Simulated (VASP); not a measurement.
# ZnCd2Se3 (P3m1) in VASP: settings compared, part 2 of 2

VASP 6.6.1. Earlier steps stand in the parts before.

### Step 3. Single point, LDA

File INCAR:

```
SYSTEM = ZnCd2Se3
PREC = Accurate
ENCUT = 520
EDIFF = 1E-6
ISMEAR = 0
SIGMA = 0.02
LREAL = .FALSE.
LASPH = .TRUE.
NELM = 80
ALGO = Normal
ISIF = 2
LWAVE = .FALSE.
LCHARG = .TRUE.
GGA = CA
LELF = .TRUE.
LVHAR = .TRUE.
NBANDS = 36
```

File KPOINTS:

```
Automatic mesh
0
G
  12 12 4
  0 0 0
```

File POSCAR:

```
ZnCd2Se3
1.0
    4.2647078036      0.0000000000      0.0000000000
   -2.1323539018      3.6933452976      0.0000000000
    0.0000000000      0.0000000000     10.5205653365
Zn Cd Se
1 2 3
Direct
    0.6666666667      0.3333333333      0.6674029004
    0.0000000000      0.0000000000      0.9907317194
    0.3333333333      0.6666666667      0.3386085783
    0.0000000000      0.0000000000      0.7363559554
    0.6666666667      0.3333333333      0.4317986594
    0.3333333333      0.6666666667      0.0851021871
```

Potentials or basis: VASP PAW LDA potentials, release 64 (Zn, Cd, Se).

On the command line:

```bash
> cat potpaw_LDA.64/Zn/POTCAR potpaw_LDA.64/Cd/POTCAR potpaw_LDA.64/Se/POTCAR > POTCAR
> mpirun -np 1 vasp_std > vasp.out
```

Wall time 2.4 min (1 thread of Intel Xeon 6975P-C (Granite Rapids), shared host); peak memory 0.49 GiB.

The run converged. Its results:

* Free energy: -20.5704 eV
* Pressure: -4.2 GPa
* Largest force: 0.076 eV/Å
* Band gap on the k mesh: 0.31 eV, direct

Forces in eV/Å, atoms in the order of the input:
```
Zn   0.000  0.000 -0.076
Cd   0.000  0.000  0.041
Cd   0.000  0.000  0.036
Se   0.000  0.000  0.034
Se   0.000  0.000  0.003
Se   0.000  0.000 -0.038
```

Stress tensor (GPa, compression positive):
```
-4.18  0.00  0.00
 0.00 -4.18  0.00
 0.00  0.00 -4.33
```

Levels at points of the mesh, in eV from the valence-band top:
```tsv
k point	band 24	band 25	band 26	band 27	band 28	band 29	band 30	band 31
(0.00, 0.00, 0.00)	-0.46	-0.14	0.00	0.00	0.31	1.94	2.48	5.58
(0.50, 0.00, 0.00)	-1.72	-1.62	-1.12	-0.95	2.75	3.08	3.19	3.47
(0.00, 0.00, 0.50)	-0.29	-0.29	-0.13	-0.13	1.45	1.87	2.28	5.12
(0.50, 0.00, 0.50)	-1.82	-1.45	-0.83	-0.72	2.06	3.12	3.61	4.11
```

### Step 4. Single point, PBE

This run uses another cell than the first one, of 24.57 Å³/atom, 0.890 times its volume.

File INCAR:

```
ALGO     = Normal         # electronic algorithm
EDIFF    = 1E-7           # SCF threshold, eV
ENCUT    = 520            # plane-wave cutoff, eV
GGA      = PE             # functional
ISIF     = 2              # what is computed and relaxed
ISMEAR   = 0              # smearing method
LASPH    = True           # aspherical terms in the spheres
LCHARG   = False          # write CHGCAR
LREAL    = False          # projectors in reciprocal space
LWAVE    = False          # write WAVECAR
NBANDS   = 36             # bands
NELM     = 100            # most SCF steps
PREC     = Accurate       # precision mode
SIGMA    = 0.1            # smearing width, eV
```

File KPOINTS:

```
k-points
0
Gamma
  6 6 2
```

File POSCAR:

```
ZnCd2Se3
1.0
    4.1113884500      0.0000000000      0.0000000000
   -2.0556942200      3.5605668400      0.0000000000
    0.0000000000      0.0000000000     10.0708038300
Zn Cd Se
1 2 3
Direct
    0.6666666700      0.3333333300      0.6666666700
    0.0000000000      0.0000000000      0.0000000000
    0.3333333300      0.6666666700      0.3333333300
    0.0000000000      0.0000000000      0.7500000000
    0.6666666700      0.3333333300      0.4166666700
    0.3333333300      0.6666666700      0.0833333300
```

Potentials or basis: VASP PAW PBE potentials, release 64 (Zn, Cd, Se).

On the command line:

```bash
> cat potpaw_PBE.64/Zn/POTCAR potpaw_PBE.64/Cd/POTCAR potpaw_PBE.64/Se/POTCAR > POTCAR
> mpirun -np 1 vasp_std > vasp.out
```

OUTCAR:

```text
EDIFF = 1E-7
   ENCUT = 520
   GGA = PE
   ISIF = 2
   ISMEAR = 0
   LASPH = True
   LREAL = False
   NELM = 100
   PREC = Accurate

 ion  position               nearest neighbor table
   1  0.667  0.333  0.667-   4 2.52   4 2.52   5 2.52   4 2.52
   2  0.000  0.000  0.000-   6 2.52   6 2.52   4 2.52   6 2.52
   3  0.333  0.667  0.333-   5 2.52   6 2.52   5 2.52   5 2.52
   4  0.000  0.000  0.750-   1 2.52   1 2.52   2 2.52   1 2.52
[... 742 lines left out ...]
  --------------------------------------------------------------------------------------
  -------------------------------------------------------------------------------------
  Total        7.9312062      7.9312062      7.8196027      0.0000000      0.0000000      0.0000000
  in kB       86.1941979     86.1941978     84.9813216      0.0000001      0.0000000      0.0000000
  external PRESSURE =      85.7899057 kB  Pullay stress =       0.0000000 kB

 VOLUME and BASIS-vectors are now :
 -----------------------------------------------------------------------------
  energy-cutoff  :      520.00
  volume of cell :      147.43
      direct lattice vectors                 reciprocal lattice vectors
     4.111388450  0.000000000  0.000000000     0.243226835  0.140427078  0.000000000
    -2.055694220  3.560566840  0.000000000     0.000000000  0.280854157  0.000000000
     0.000000000  0.000000000 10.070803830     0.000000000  0.000000000  0.099296940

 POSITION                                       TOTAL-FORCE (eV/Angst)
 -----------------------------------------------------------------------------------
      2.05569      1.18686      6.71387        -0.000000      0.000000     -0.090493
      0.00000      0.00000      0.00000        -0.000000      0.000000     -0.020530
     -0.00000      2.37371      3.35693         0.000000      0.000000      0.093080
      0.00000      0.00000      7.55310        -0.000000      0.000000     -1.335613
      2.05569      1.18686      4.19617         0.000000     -0.000000      1.343378
     -0.00000      2.37371      0.83923         0.000000      0.000000      0.010178
 -----------------------------------------------------------------------------------
    total drift:                               -0.000000      0.000001      0.000997

  FREE ENERGIE OF THE ION-ELECTRON SYSTEM (eV)
  ---------------------------------------------------
  free  energy   TOTEN  =       -16.2485629571 eV

  energy  without entropy=      -16.2485629571  energy(sigma->0) =      -16.24856296
```

Wall time 65 s (1 thread of Intel Xeon Platinum 8488C (Sapphire Rapids), shared host); peak memory 0.3 GiB.

What came out:

| Quantity | Value |
| --- | --- |
| Free energy | -16.2486 eV |
| Pressure | 8.6 GPa |
| Largest force | 1.343 eV/Å |
| Band gap on the k mesh | 0.86 eV, direct |

Forces on the atoms (eV/Å):
```
Zn   0.000  0.000 -0.090
Cd   0.000  0.000 -0.021
Cd   0.000  0.000  0.093
Se   0.000  0.000 -1.336
Se   0.000  0.000  1.343
Se   0.000  0.000  0.010
```

Stress tensor (GPa, compression positive):
```
8.62 0.00 0.00
0.00 8.62 0.00
0.00 0.00 8.50
```

Caveat: forces of over 1 eV/Å act on the atoms, so gaps and moduli don't describe the material at rest.

### Step 5. The runs side by side

```csv
level,potentials or basis,cell,k mesh,smearing,gap on the mesh (eV),pressure (GPa),largest force (eV/Å)
r2SCAN,"VASP PAW PBE potentials, release 64 (Zn, Cd, Se)","a = 4.265, b = 4.265, c = 10.521 Å, angles 90.0, 90.0, 120.0°, 6 atoms",12 × 12 × 4,gaussian 0.02 eV,1.03,-1.5,0.06
LDA,"VASP PAW LDA potentials, release 64 (Zn, Cd, Se)","a = 4.265, b = 4.265, c = 10.521 Å, angles 90.0, 90.0, 120.0°, 6 atoms",12 × 12 × 4,gaussian 0.02 eV,0.31,-4.2,0.08
PBE,"VASP PAW PBE potentials, release 64 (Zn, Cd, Se)","a = 4.111, b = 4.111, c = 10.071 Å, angles 90.0, 90.0, 120.0°, 6 atoms",6 × 6 × 2,gaussian 0.1 eV,0.86,8.6,1.34
```

Alike in all rows: task single point; no spin polarisation; cutoff (eV) 520.

Caveats: the PAW data sets were made with another functional, which shifts forces and pressure a little (some runs); forces of over 1 eV/Å act on the atoms, so gaps and moduli don't describe the material at rest (some runs).

Absolute energies hang on the potentials; compare differences alone.
